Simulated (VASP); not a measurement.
# Rh (P6_3/mmc) in VASP: notebook

Runs on Rh. Level: LDA. Tasks: single point.

Program: VASP 6.6.1. These are calculated values, not measurements. Logs are shortened: lines on timing, memory, paths and dates and some standing lists are left out, and cuts for length are marked.

**1. The cell of the first run**

The structure is hexagonal, space group P6_3/mmc (No. 194). The conventional cell has a = 2.664 Å, b = 2.664 Å, c = 4.309 Å, α = 90.00°, β = 90.00°, γ = 120.00°. Rh (site symmetry -6m2) has 12 Rh at 2.65 to 2.66 Å within 3.5 Å.

**2. Single point, LDA**

INCAR reads:

```
SYSTEM = Rh
ALGO = Normal
EDIFF = 1E-6
ENCUT = 530
GGA = CA
GGA_COMPAT = .FALSE.
ISIF = 2
ISMEAR = 0
LASPH = .TRUE.
LCHARG = .TRUE.
LELF = .TRUE.
LREAL = .FALSE.
LVHAR = .TRUE.
LWAVE = .FALSE.
NBANDS = 24
NELM = 120
PREC = Accurate
SIGMA = 0.1
```

KPOINTS reads:

```
k-points
0
G
  9 9 4
  0 0 0
```

POSCAR reads:

```
Rh
1.0
    2.6640873504      0.0000000000      0.0000000000
   -1.3320436752      2.3071673234      0.0000000000
    0.0000000000      0.0000000000      4.3093709548
Rh
2
Direct
    0.3333333333      0.6666666667      0.2500000000
    0.6666666667      0.3333333333      0.7500000000
```

Potentials or basis: VASP PAW LDA potentials, release 64 (Rh_sv_GW).

Command:

```sh
cat potpaw_LDA.64/Rh_sv_GW/POTCAR > POTCAR
mpirun -np 1 vasp_std > vasp.out
```

OUTCAR:

```text
SYSTEM = Rh
   EDIFF = 1E-6
   ENCUT = 530
   GGA = CA
   ISIF = 2
   ISMEAR = 0
   LASPH = .TRUE.
   LREAL = .FALSE.
   NELM = 120
   PREC = Accurate

 ion  position               nearest neighbor table
   1  0.333  0.667  0.250-   2 2.65   2 2.65   2 2.65   2 2.65   2 2.65   2 2.65
   2  0.667  0.333  0.750-   1 2.65   1 2.65   1 2.65   1 2.65   1 2.65   1 2.65

  LATTYP: Found a hexagonal cell.
 ALAT       =     2.6640873504
 C/A-ratio  =     1.6175787007

  Lattice vectors:

 A1 = (   2.6640873504,   0.0000000000,   0.0000000000)
 A2 = (  -1.3320436752,   2.3071673234,   0.0000000000)
 A3 = (   0.0000000000,   0.0000000000,   4.3093709548)

Analysis of symmetry for initial positions (statically):
=====================================================================
 Subroutine PRICEL returns:
 Original cell was already a primitive cell.

 Routine SETGRP: Setting up the symmetry group for a
 hexagonal supercell.

 Subroutine GETGRP returns: Found 24 space group operations
 (whereof 12 operations were pure point group operations)
 out of a pool of 24 trial point group operations.

The static configuration has the point symmetry D_3d.
 The point group associated with its full space group is D_6h.

Analysis of symmetry for dynamics (positions and initial velocities):
=====================================================================
 Subroutine PRICEL returns:
 Original cell was already a primitive cell.

 Routine SETGRP: Setting up the symmetry group for a
 hexagonal supercell.

 Subroutine GETGRP returns: Found 24 space group operations
 (whereof 12 operations were pure point group operations)
 out of a pool of 24 trial point group operations.

The dynamic configuration has the point symmetry D_3d.
 The point group associated with its full space group is D_6h.

 Subroutine INISYM returns: Found 24 space group operations
 (whereof 12 operations are pure point group operations),
 and found     1 'primitive' translations

----------------------------------------------------------------------------------------

                                     Primitive cell

  volume of cell :      26.4875

  direct lattice vectors                    reciprocal lattice vectors
     2.664087350  0.000000000  0.000000000     0.375363068  0.216715968  0.000000000
    -1.332043675  2.307167323  0.000000000     0.000000000  0.433431936  0.000000000
     0.000000000  0.000000000  4.309370955     0.000000000  0.000000000  0.232052430

  length of vectors
[... 80 lines left out ...]
   ENCUT  =  530.0 eV  38.95 Ry    6.24 a.u.   5.00  5.00  8.09*2*pi/ulx,y,z
   NELM   =    120;   NELMIN=  2; NELMDL= -5     # of ELM steps
   EDIFF  = 0.1E-05   stopping-criterion for ELM
   LREAL  =      F    real-space projection
   EDIFFG = 0.1E-04   stopping-criterion for IOM
   NSW    =      0    number of steps for IOM
   IBRION =     -1    ionic relax: 0-MD 1-quasi-New 2-CG
   NFREE  =      0    steps in history (QN), initial steepest desc. (CG)
   ISIF   =      2    stress and relaxation
   ISYM   =      2    0-nonsym 1-usesym 2-fastsym
   POTIM  = 0.5000    time-step for ionic-motion
   TEBEG  =    0.0;   TEEND  =   0.0 temperature during run
   PSTRESS=    0.0 pullay stress
   NELECT =      34.0000    total number of electrons
   NUPDOWN=      -1.0000    fix difference up-down
   EMIN   =  10.00;   EMAX   =-10.00  energy-range for DOS
   EFERMI =   0.00;   METHOD = LEGACY
   ISMEAR =     0;   SIGMA  =   0.10  broadening in eV -4-tet -1-fermi 0-gaus
   EFERMI_NEDOS =   21; number of points for ismear=-14 and -15
   IALGO  =     38    algorithm
   IMIX   =      4    mixing-type and parameters
     AMIX     =   0.40;   BMIX     =  1.00
     AMIX_MAG =   1.60;   BMIX_MAG =  1.00
  volume/ion in A,a.u.               =      13.24        89.37
  Fermi-wavevector in a.u.,A,eV,Ry     =   1.779183  3.362169 43.069143  3.165493
  Thomas-Fermi vector in A             =   2.844227
   LORBIT       =      0    0 simple, 1 ext, 2 COOP (PROOUT), +10 PAW based schemes
   GGA     = CA    functional components
   LHFCALC =     F    Hartree Fock is set to
   AEXX    =    0.0000 exact exchange contribution
   IVDW    =     0    specifies the selected vdW correction
   LEPSILON=     F    determine dielectric tensor
   LRPA    =     F    only Hartree local field effects (RPA)
 non-spin polarized calculation
 Gauss-broadening in eV      SIGMA  =   0.10
  energy-cutoff  :      530.00
  volume of cell :       26.49
 maximum number of plane-waves:       756
 NGX is ok and might be reduce to    20
   NGX =  9   NGY =  9   NGZ = 17

 number of electron      34.0000004 magnetization

 Free energy of the ion-electron system (eV)
  ---------------------------------------------------
  ext. energy  EPLUGINS =         0.00000000
  ---------------------------------------------------
  free energy    TOTEN  =       -15.61281562 eV

  energy without entropy =      -15.60333459  energy(sigma->0) =      -15.60807510

 E-fermi :  11.2543     XC(G=0): -14.6647

 val. band max:       11.2528954004   @ k =   0.3333   0.3333   0.0000
 cond. band min:      11.3480153902   @ k =   0.2222   0.1111   0.5000
 fundamental gap:      0.0951199898
 Fermi energy:        11.2543044766

 k-point     1 :       0.0000    0.0000    0.0000
  band No.  band energies     occupation
      1     -67.3080      2.00000
      2     -67.1659      2.00000
      3     -35.8204      2.00000
      4     -35.0762      2.00000
      5     -35.0762      2.00000
      6     -34.9531      2.00000
[... 637 lines left out ...]
     23      23.5089      0.00000
     24      23.5089      0.00000

 [... further k-points ...]

------------------------ aborting loop because EDIFF is reached ----------------------------------------

  FORCE on cell =-STRESS in cart. coord.  units (eV):
  Direction    XX          YY          ZZ          XY          YZ          ZX
  --------------------------------------------------------------------------------------
  -------------------------------------------------------------------------------------
  Total       -0.3099939     -0.3099939     -0.3096274      0.0000000      0.0000000      0.0000000
  in kB      -18.7509070    -18.7509070    -18.7287369      0.0000000      0.0000000      0.0000000
  external PRESSURE =     -18.7435169 kB  Pullay stress =       0.0000000 kB

 VOLUME and BASIS-vectors are now :
 -----------------------------------------------------------------------------
  energy-cutoff  :      530.00
  volume of cell :       26.49
      direct lattice vectors                 reciprocal lattice vectors
     2.664087350  0.000000000  0.000000000     0.375363068  0.216715968  0.000000000
    -1.332043675  2.307167323  0.000000000     0.000000000  0.433431936  0.000000000
     0.000000000  0.000000000  4.309370955     0.000000000  0.000000000  0.232052430

 POSITION                                       TOTAL-FORCE (eV/Angst)
 -----------------------------------------------------------------------------------
     -0.00000      1.53811      1.07734        -0.000000      0.000000      0.000000
      1.33204      0.76906      3.23203         0.000000      0.000000      0.000000
 -----------------------------------------------------------------------------------
    total drift:                               -0.000000      0.000000     -0.000000

  FREE ENERGIE OF THE ION-ELECTRON SYSTEM (eV)
  ---------------------------------------------------
  free  energy   TOTEN  =       -15.6128156173 eV

  energy  without entropy=      -15.6033345903  energy(sigma->0) =      -15.60807510
```

Wall time 20 s (1 thread of Intel Xeon 6975P-C (Granite Rapids), shared host); peak memory 0.14 GiB.

What came out:

| Item | Value |
| --- | --- |
| Free energy | -15.6128 eV |
| Pressure | -1.9 GPa |
| Band gap on the k mesh | zero (band 17 reaches 11.99 eV, above the bottom of band 18 at 9.74 eV) |

Caveat: the k points lie up to 0.36 Å⁻¹ apart.

**3. Single point, LDA**

This run uses another cell than the first one, of 13.80 Å³/atom, 1.042 times its volume.

INCAR reads:

```
SYSTEM = Rh
ALGO = Normal ; EDIFF = 1E-6
ENCUT = 500 ; GGA = CA
GGA_COMPAT = .FALSE. ; ISIF = 2
ISMEAR = 0 ; LASPH = .TRUE.
LCHARG = .FALSE. ; LREAL = .FALSE.
LWAVE = .FALSE. ; NBANDS = 22
NELM = 120 ; PREC = Accurate
SIGMA = 0.1
```

KPOINTS is that of step 2.

POSCAR reads:

```
Rh
1.0
    2.6923490378      0.0000000000      0.0000000000
   -1.3461745189      2.3316426626      0.0000000000
    0.0000000000      0.0000000000      4.3966059788
Rh
2
Direct
    0.3333333333      0.6666666667      0.2500000000
    0.6666666667      0.3333333333      0.7500000000
```

Potentials or basis: VASP PAW LDA potentials, release 64 (Rh_pv).

Command:

```sh
cat potpaw_LDA.64/Rh_pv/POTCAR > POTCAR
mpirun -np 1 vasp_std > vasp.out
```

Run time: 10 s. Hardware: 1 thread of Intel Xeon 6975P-C, shared host; peak memory 0.14 GiB.

The run converged. Its results:

| Quantity | Value |
| --- | --- |
| Free energy | -17.2920 eV |
| Pressure | -10.8 GPa |
| Band gap on the k mesh | zero (band 15 reaches 12.32 eV, above the bottom of band 16 at 10.22 eV) |

Stress tensor (GPa, compression positive):
```
 -9.62   0.00   0.00
  0.00  -9.62   0.00
  0.00   0.00 -13.18
```

Levels at points of the mesh, in eV from the Fermi level:
```
           k point  band 11  band 12  band 13  band 14  band 15  band 16  band 17  band 18  band 19  band 20
(0.00, 0.00, 0.00)    -2.96    -2.45    -2.45    -1.76    -1.76     0.23     0.23     0.69     8.49    16.01
(0.00, 0.00, 0.50)    -3.05    -3.05    -3.05    -3.05    -0.35    -0.35    -0.35    -0.35    14.82    14.82
```
